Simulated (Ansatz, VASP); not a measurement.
**KBr in VASP and in Ansatz**

Contents of INCAR:

```
  PREC = Accurate
  ENCUT = 520
  EDIFF = 1E-6
  ISMEAR = 0
  SIGMA = 0.05
  LREAL = False
  LASPH = True
  NELM = 60
  ALGO = Normal
  ISIF = 2
  LWAVE = False
  LCHARG = True
  GGA = PS
  LELF = True
  LVHAR = True
  NBANDS = 15
```

The input KPOINTS:

```
Automatic mesh
0
Gamma
  6 6 6
```

File POSCAR:

```
KBr
1.0
    4.0587501245      0.2536718828      0.2536718828
    0.2536718828      4.0587501245      0.2536718828
    0.2536718828      0.2536718828      4.0587501245
K Br
1 1
Direct
    0.0000000000      0.0000000000      0.0000000000
    0.5000000000      0.5000000000      0.5000000000
```

Input for Ansatz:

```yaml
crystal:
  lattice:
    - [4.0587501245, 0.2536718828, 0.2536718828]
    - [0.2536718828, 4.0587501245, 0.2536718828]
    - [0.2536718828, 0.2536718828, 4.0587501245]
  atoms:
    - { symbol: K, position: [0.0, 0.0, 0.0] }
    - { symbol: Br, position: [0.5, 0.5, 0.5] }
basis:
  ecutwfc: 420
kpoints:
  mp_grid: { grid: [6, 6, 6] }
hamiltonian:
  xc: pbesol
scf:
  occupations: { method: gaussian, width: 0.05 }
output:
  forces: true
  stress: true
  eigenvalues: true
```

Alike in both runs: task single point; functional PBEsol; k mesh 6 × 6 × 6; occupations gaussian, width 0.05 eV; no spin polarisation.

|  | VASP | Ansatz |
| --- | --- | --- |
| version | VASP 6.6.1 | Ansatz 0.2.0 |
| potentials or method | VASP PAW PBE potentials, release 64 (K_sv, Br), cutoff 520 eV | scalar-relativistic, plane waves, PAW |
| valence electrons in the cell | 16 | 16 |

|  | VASP | Ansatz | Ansatz less VASP |
| --- | --- | --- | --- |
| gap on the k mesh at the Fermi level (eV) | 3.82 | 3.83 | +0.004 |
| least direct gap on the mesh (eV) | 3.85 | 3.85 | +0.003 |
| pressure (GPa) | -0.7 | -0.7 | -0.01 |
| traceless stress, the component that is largest in VASP (GPa) | 0.08 | 0.09 | +0.008 |

VASP's potentials were made for PBE, not for PBEsol.
